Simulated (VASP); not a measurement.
C:

```
CELL_PARAMETERS angstrom
0.00000 1.78337 1.78337
1.78337 0.00000 1.78337
1.78337 1.78337 0.00000
ATOMIC_POSITIONS crystal
C 0.75000 0.75000 0.75000
C 0.50000 0.50000 0.50000
```

- Program: VASP 6.6.1
- Task: relaxation of cell and atoms
- Functional: PBEsol
- Dispersion: D3(BJ)
- Potentials or basis: VASP PAW PBE potentials, release 64 (C)
- Cutoff: 600 eV
- k mesh: 13 × 13 × 13
- Occupations: fermi-dirac, width 0.05 eV
- Spin: no spin polarisation

At the start: pressure -8.1 GPa; volume 5.67 Å³/atom.

How do energy, volume and symmetry change on relaxing?

Over 3 steps the energy falls by 2.7 meV/atom and the volume is 5.57 Å³/atom (-1.8 %); space group Fd-3m (No. 227, to 0.05 Å).

The path:
| step | energy change (eV) | largest force (eV/Å) | pressure (GPa) | volume (Å³) |
| --- | --- | --- | --- | --- |
| 1 | 0.0000 | 0.0000 | -8.12 | 11.34 |
| 2 | 0.0035 | 0.0000 | 11.16 | 10.88 |
| 3 | -0.0053 | 0.0000 | -0.04 | 11.14 |

Final structure:
```
C
1.0
     0.00000    1.77249    1.77249
     1.77249    0.00000    1.77249
     1.77249    1.77249    0.00000
C
2
Direct
  0.75000 0.75000 0.75000
  0.50000 0.50000 0.50000
```

The cell as given is a measured one (5.67 Å³/atom); PBEsol+D3(BJ) puts the equilibrium volume -1.8 % from it, thermal expansion not counted.

Caveat: the PAW data sets were made with another functional, which shifts forces and pressure a little.
